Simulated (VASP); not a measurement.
# Mg (P6/mmm) in VASP: further runs, part 2 of 2

VASP 6.6.1. The steps go on from the part before.

## Step 3: Single point, RPBE (volume scaled by 1.12)

Input file INCAR:

```
SYSTEM = Mg
  ALGO = Normal
  EDIFF = 1E-6
  ENCUT = 520
  GGA = RP
  ISIF = 2
  ISMEAR = -1
  LASPH = .TRUE.
  LCHARG = .TRUE.
  LELF = .TRUE.
  LREAL = .FALSE.
  LVHAR = .TRUE.
  LWAVE = .FALSE.
  NBANDS = 10
  NELM = 80
  PREC = Accurate
  SIGMA = 0.1
```

Input file KPOINTS:

```
k-points
0
G
  8 8 11
  0 0 0
```

Input file POSCAR:

```
Mg
1.0
    5.3590815920      0.0000000000      0.0000000000
   -2.6795407960      4.6411007997      0.0000000000
    0.0000000000      0.0000000000      3.2507864958
Mg
3
Direct
    0.0000000000      1.0000000000      0.0000000000
    0.3333333333      0.6666666667      0.5000000000
    0.6666666667      0.3333333333      0.5000000000
```

Potentials or basis: VASP PAW PBE potentials, release 64 (Mg).

Command:

```console
$ cat potpaw_PBE.64/Mg/POTCAR > POTCAR
$ mpirun -np 1 vasp_std > vasp.out
```

OUTCAR:

```text
SYSTEM = Mg
   EDIFF = 1E-6
   ENCUT = 520
   GGA = RP
   ISIF = 2
   ISMEAR = -1
   LASPH = .TRUE.
   LREAL = .FALSE.
   NELM = 80
   PREC = Accurate

 ion  position               nearest neighbor table
   1  0.000  0.000  0.000-   2 3.50   3 3.50   2 3.50   3 3.50   3 3.50   3 3.50   2 3.50   2 3.50
                             3 3.50   3 3.50   2 3.50   2 3.50
   2  0.333  0.667  0.500-   3 3.09   3 3.09   3 3.09   1 3.50   1 3.50   1 3.50   1 3.50   1 3.50
                             1 3.50
   3  0.667  0.333  0.500-   2 3.09   2 3.09   2 3.09   1 3.50   1 3.50   1 3.50   1 3.50   1 3.50
                             1 3.50

  LATTYP: Found a hexagonal cell.
 ALAT       =     5.3590815920
 C/A-ratio  =     0.6065939546

  Lattice vectors:

 A1 = (   5.3590815920,   0.0000000000,   0.0000000000)
 A2 = (  -2.6795407960,   4.6411007997,   0.0000000000)
 A3 = (   0.0000000000,   0.0000000000,   3.2507864958)

Analysis of symmetry for initial positions (statically):
=====================================================================
 Subroutine PRICEL returns:
 Original cell was already a primitive cell.

 Routine SETGRP: Setting up the symmetry group for a
 hexagonal supercell.

 Subroutine GETGRP returns: Found 24 space group operations
 (whereof 24 operations were pure point group operations)
 out of a pool of 24 trial point group operations.

The static configuration has the point symmetry D_6h.

Analysis of symmetry for dynamics (positions and initial velocities):
=====================================================================
 Subroutine PRICEL returns:
 Original cell was already a primitive cell.

 Routine SETGRP: Setting up the symmetry group for a
 hexagonal supercell.

 Subroutine GETGRP returns: Found 24 space group operations
 (whereof 24 operations were pure point group operations)
 out of a pool of 24 trial point group operations.

The dynamic configuration has the point symmetry D_6h.

 Subroutine INISYM returns: Found 24 space group operations
 (whereof 24 operations are pure point group operations),
 and found     1 'primitive' translations

----------------------------------------------------------------------------------------

                                     Primitive cell

  volume of cell :      80.8537

  direct lattice vectors                    reciprocal lattice vectors
     5.359081592  0.000000000  0.000000000     0.186599137  0.107733062  0.000000000
    -2.679540796  4.641100800  0.000000000     0.000000000  0.215466124  0.000000000
     0.000000000  0.000000000  3.250786496     0.000000000  0.000000000  0.307617865

  length of vectors
     5.359081592  5.359081592  3.250786496     0.215466124  0.215466124  0.307617865

  position of ions in fractional coordinates (direct lattice)
     0.000000000  0.000000000  0.000000000
     0.333333333  0.666666667  0.500000000
     0.666666667  0.333333333  0.500000000

  ion indices of the primitive-cell ions
   primitive index   ion index
                 1           1
                 2           2
                 3           3

----------------------------------------------------------------------------------------

[... 31 lines left out ...]
  0.125000  0.125000  0.000000      6.000000
[... 16 lines left out ...]
  0.250000  0.000000  0.181818     12.000000
  0.375000 -0.000000  0.181818     12.000000
 [... further k-points ...]
   k-points           NKPTS =     60   k-points in BZ     NKDIM =     60   number of bands    NBANDS=     10
   number of dos      NEDOS =    301   number of ions     NIONS =      3
   total plane-waves  NPLWV =  38400
   dimension x,y,z NGX =    40 NGY =   40 NGZ =   24
   dimension x,y,z NGXF=    80 NGYF=   80 NGZF=   48
   ions per type =               3
   NGX,Y,Z   is equivalent  to a cutoff of  12.41, 12.41, 12.27 a.u.
   NGXF,Y,Z  is equivalent  to a cutoff of  24.82, 24.82, 24.55 a.u.
 SYSTEM =  Mg
   PREC   = accura    normal or accurate (medium, high low for compatibility)
   ISTART =      0    job   : 0-new  1-cont  2-samecut
   ICHARG =      2    charge: 1-file 2-atom 10-const
   ISPIN  =      1    spin polarized calculation?
   LNONCOLLINEAR =      F non collinear calculations
   LSORBIT =      F    spin-orbit coupling
   LASPH  =      T    aspherical Exc in radial PAW
   ENCUT  =  520.0 eV  38.22 Ry    6.18 a.u.   9.96  9.96  6.04*2*pi/ulx,y,z
   NELM   =     80;   NELMIN=  2; NELMDL= -5     # of ELM steps
   EDIFF  = 0.1E-05   stopping-criterion for ELM
   LREAL  =      F    real-space projection
   EDIFFG = 0.1E-04   stopping-criterion for IOM
   NSW    =      0    number of steps for IOM
   IBRION =     -1    ionic relax: 0-MD 1-quasi-New 2-CG
   NFREE  =      0    steps in history (QN), initial steepest desc. (CG)
   ISIF   =      2    stress and relaxation
   ISYM   =      2    0-nonsym 1-usesym 2-fastsym
   POTIM  = 0.5000    time-step for ionic-motion
   TEBEG  =    0.0;   TEEND  =   0.0 temperature during run
   PSTRESS=    0.0 pullay stress
   NELECT =       6.0000    total number of electrons
   NUPDOWN=      -1.0000    fix difference up-down
   EMIN   =  10.00;   EMAX   =-10.00  energy-range for DOS
   EFERMI =   0.00;   METHOD = LEGACY
   ISMEAR =    -1;   SIGMA  =   0.10  broadening in eV -4-tet -1-fermi 0-gaus
   EFERMI_NEDOS =   21; number of points for ismear=-14 and -15
   IALGO  =     38    algorithm
   IMIX   =      4    mixing-type and parameters
     AMIX     =   0.40;   BMIX     =  1.00
     AMIX_MAG =   1.60;   BMIX_MAG =  1.00
  volume/ion in A,a.u.               =      26.95       181.88
  Fermi-wavevector in a.u.,A,eV,Ry     =   0.687953  1.300042  6.439352  0.473279
  Thomas-Fermi vector in A             =   1.768615
   LORBIT       =      0    0 simple, 1 ext, 2 COOP (PROOUT), +10 PAW based schemes
   GGA     = RP    functional components
   LHFCALC =     F    Hartree Fock is set to
   AEXX    =    0.0000 exact exchange contribution
   IVDW    =     0    specifies the selected vdW correction
   LEPSILON=     F    determine dielectric tensor
   LRPA    =     F    only Hartree local field effects (RPA)
 non-spin polarized calculation
  energy-cutoff  :      520.00
  volume of cell :       80.85
 maximum number of plane-waves:      2194
 NGX is ok and might be reduce to    40
   NGX = 19   NGY = 19   NGZ = 13

 number of electron       6.0000000 magnetization

 Free energy of the ion-electron system (eV)
  ---------------------------------------------------
  ext. energy  EPLUGINS =         0.00000000
  ---------------------------------------------------
  free energy    TOTEN  =        -3.78235779 eV

  energy without entropy =       -3.73645074  energy(sigma->0) =       -3.75940426

 E-fermi :   1.9720     XC(G=0):  -7.9191

 val. band max:        1.9472794225   @ k =   0.1250   0.0000   0.0000
 cond. band min:       1.9805035466   @ k =   0.3750   0.2500   0.4545
 fundamental gap:      0.0332241241
 Fermi energy:         1.9720288566

 k-point     1 :       0.0000    0.0000    0.0000
  band No.  band energies     occupation
      1      -4.3193      2.00000
      2       2.2513      0.11544
      3       2.2513      0.11544
      4       2.3090      0.06650
      5       2.3090      0.06650
      6       2.9569      0.00011
      7       3.0019      0.00007
      8       9.0966      0.00000
      9       9.6142      0.00000
     10      14.2023      0.00000
[... 287 lines left out ...]
 k-point    24 :       0.3750   -0.0000    0.1818
  band No.  band energies     occupation
      1      -2.8725      2.00000
      2      -1.1569      2.00000
      3       1.1924      1.99918
      4       1.5711      1.96435
      5       5.7462      0.00000
      6       6.0741      0.00000
      7       6.5862      0.00000
      8       7.4703      0.00000
      9       8.8836      0.00000
     10       9.2138      0.00000

 [... further k-points ...]

------------------------ aborting loop because EDIFF is reached ----------------------------------------

  FORCE on cell =-STRESS in cart. coord.  units (eV):
  Direction    XX          YY          ZZ          XY          YZ          ZX
  --------------------------------------------------------------------------------------
  -------------------------------------------------------------------------------------
  Total       -1.6173356     -1.6173356     -1.4046560     -0.0000000      0.0000000      0.0000000
  in kB      -32.0487361    -32.0487361    -27.8343281     -0.0000000      0.0000000      0.0000000
  external PRESSURE =     -30.6439334 kB  Pullay stress =       0.0000000 kB

 VOLUME and BASIS-vectors are now :
 -----------------------------------------------------------------------------
  energy-cutoff  :      520.00
  volume of cell :       80.85
      direct lattice vectors                 reciprocal lattice vectors
     5.359081592  0.000000000  0.000000000     0.186599137  0.107733062  0.000000000
    -2.679540796  4.641100800  0.000000000     0.000000000  0.215466124  0.000000000
     0.000000000  0.000000000  3.250786496     0.000000000  0.000000000  0.307617865

 POSITION                                       TOTAL-FORCE (eV/Angst)
 -----------------------------------------------------------------------------------
      0.00000      0.00000      0.00000        -0.000000      0.000000      0.000000
     -0.00000      3.09407      1.62539        -0.000000      0.000000      0.000000
      2.67954      1.54703      1.62539         0.000000     -0.000000      0.000000
 -----------------------------------------------------------------------------------
    total drift:                                0.000000     -0.000000      0.000000

  FREE ENERGIE OF THE ION-ELECTRON SYSTEM (eV)
  ---------------------------------------------------
  free  energy   TOTEN  =        -3.7823577878 eV

  energy  without entropy=       -3.7364507398  energy(sigma->0) =       -3.75940426
```

OSZICAR:

```text
N       E                     dE             d eps       ncg     rms          rms(c)
DAV:   1     0.194100219615E+01    0.19410E+01   -0.19522E+03  1200   0.416E+02
DAV:   2    -0.367220523716E+01   -0.56132E+01   -0.54018E+01  1544   0.410E+01
DAV:   3    -0.379430968409E+01   -0.12210E+00   -0.12021E+00  1564   0.496E+00
DAV:   4    -0.379490497055E+01   -0.59529E-03   -0.59516E-03  1472   0.363E-01
DAV:   5    -0.379490991769E+01   -0.49471E-05   -0.49472E-05  1424   0.342E-02    0.126E+00
DAV:   6    -0.379311078134E+01    0.17991E-02   -0.20802E-03  1394   0.420E-01    0.820E-01
DAV:   7    -0.378232695580E+01    0.10784E-01   -0.81991E-03  1260   0.750E-01    0.525E-02
DAV:   8    -0.378236869566E+01   -0.41740E-04   -0.40068E-05  1530   0.454E-02    0.153E-02
DAV:   9    -0.378235856235E+01    0.10133E-04   -0.55564E-06  1368   0.142E-02    0.921E-04
DAV:  10    -0.378235778779E+01    0.77455E-06   -0.46443E-08   812   0.135E-03
   1 F= -.37823578E+01 E0= -.37594043E+01  d E =-.459070E-01
```

stdout:

```text
POSCAR found type information on POSCAR Mg
 POSCAR found :  1 types and       3 ions
 scaLAPACK will be used
 -----------------------------------------------------------------------------
|                                                                             |
|                                                                             |
|     You enforced a specific xc type in the INCAR file but a different       |
|     I HOPE YOU KNOW WHAT YOU ARE DOING!                                     |
|                                                                             |
 -----------------------------------------------------------------------------

 LDA part: xc-table for (Slater+PW92), standard interpolation
 POSCAR, INCAR and KPOINTS ok, starting setup
 FFT: planning ... GRIDC
 FFT: planning ... GRID_SOFT
 FFT: planning ... GRID
 WAVECAR not read
 entering main loop
```

It took 27 s on 1 thread of Intel Xeon 6975P-C, shared host; peak memory 0.2 GiB.

What came out:

```yaml
Free_energy: -3.7824 eV
Pressure: -3.1 GPa
Band_gap_on_the_k_mesh: zero (band 3 reaches 4.85 eV, above the bottom of band 4 at 1.00 eV)
```

Caveat: the PAW data sets were made with another functional, which shifts forces and pressure a little.
